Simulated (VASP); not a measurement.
Input of a VASP 6.6.1 run:

Contents of INCAR:

```
SYSTEM = Re
PREC = Accurate
ENCUT = 560
EDIFF = 1E-6
ISMEAR = 0
SIGMA = 0.1
LREAL = .FALSE.
LASPH = .TRUE.
NELM = 120
ALGO = Normal
ISIF = 2
LWAVE = .FALSE.
LCHARG = .TRUE.
GGA = PE
LELF = .TRUE.
LVHAR = .TRUE.
NBANDS = 70
GGA_COMPAT = .FALSE.
```

The input KPOINTS:

```
regular mesh
0
G
  8 8 8
  0 0 0
```

The input POSCAR:

```
Re
1.0
   -3.4326599649      3.4326599649      3.4326599649
    3.4326599649     -3.4326599649      3.4326599649
    3.4326599649      3.4326599649     -3.4326599649
Re
8
Direct
    0.2006447442      0.2006447442      0.2006447442
    0.5000000000      0.0000000000      0.2993552558
    0.2993552558      0.5000000000      0.0000000000
    0.0000000000      0.2993552558      0.5000000000
    0.7993552558      0.7993552558      0.7993552558
    0.5000000000      0.0000000000      0.7006447442
    0.7006447442      0.5000000000      0.0000000000
    0.0000000000      0.7006447442      0.5000000000
```

Potentials or basis: VASP PAW PBE potentials, release 64 (Re_sv_GW).

Run with:

```sh
$ cat potpaw_PBE.64/Re_sv_GW/POTCAR > POTCAR
$ mpirun -np 1 vasp_std > vasp.out
```

(1) Estimate the pressure.

(2) Estimate the largest force.

(3) Predict the band gap on the k mesh.

Results:

(1) -1.1 GPa.

(2) 0.008 eV/Å.

(3) zero (bands 60 and 61 overlap by 1.29 eV).

Caveat: spin-orbit coupling is left out, which moves the levels of the heavy elements.
